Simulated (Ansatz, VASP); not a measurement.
# BAs in VASP and in Ansatz

Contents of INCAR:

```
SYSTEM = BAs
PREC = Accurate
ENCUT = 520
EDIFF = 1E-6
ISMEAR = -1
SIGMA = 0.01
LREAL = .False.
LASPH = .True.
NELM = 60
ALGO = Normal
ISIF = 2
LWAVE = .False.
LCHARG = .True.
GGA = CA
LELF = .True.
LVHAR = .True.
NBANDS = 11
```

Contents of KPOINTS:

```
Automatic mesh
0
Gamma
  11 11 11
  0 0 0
```

Contents of POSCAR:

```
BAs
1.0
    0.0000000000      2.3687779730      2.3687779730
    2.3687779730      0.0000000000      2.3687779730
    2.3687779730      2.3687779730      0.0000000000
B As
1 1
Direct
    0.7500000000      0.7500000000      0.7500000000
    0.0000000000      0.0000000000      0.0000000000
```

Input for Ansatz:

```yaml
crystal:
  lattice:
    - [0.0, 2.368777973, 2.368777973]
    - [2.368777973, 0.0, 2.368777973]
    - [2.368777973, 2.368777973, 0.0]
  atoms:
    - { symbol: B, position: [0.75, 0.75, 0.75] }
    - { symbol: As, position: [0.0, 0.0, 0.0] }
kpoints:
  mp_grid: { grid: [11, 11, 11] }
scf:
  occupations: { method: fermi_dirac, width: 0.01 }
hamiltonian:
  xc: lda
  pseudopotentials: { kind: all_electron, lapw: { basis_error: 0.001 } }
output:
  forces: true
  stress: true
  eigenvalues: true
```

Change from the starting cell: volume scaled by 0.95.

Alike in both runs: task single point; functional LDA; k mesh 11 × 11 × 11; occupations fermi-dirac, width 0.01 eV; no spin polarisation.

```csv
,VASP,Ansatz
version,VASP 6.6.1,Ansatz 0.2.0
potentials or method,"VASP PAW LDA potentials, release 64 (B, As), cutoff 520 eV","all-electron LAPW, scalar-relativistic"
```

Ansatz gave:

```
gap on the k mesh at the Fermi level (eV) : 1.14
pressure (GPa)                            : -0.5
```

Task: Which values does VASP return?

Result: gap on the k mesh at the Fermi level (eV): 1.13; pressure (GPa): 0.4.

LDA's correlation is that of Perdew and Zunger in VASP and of Perdew and Wang (1992) in Ansatz. Ansatz ran all-electron here, and VASP with PAW potentials.
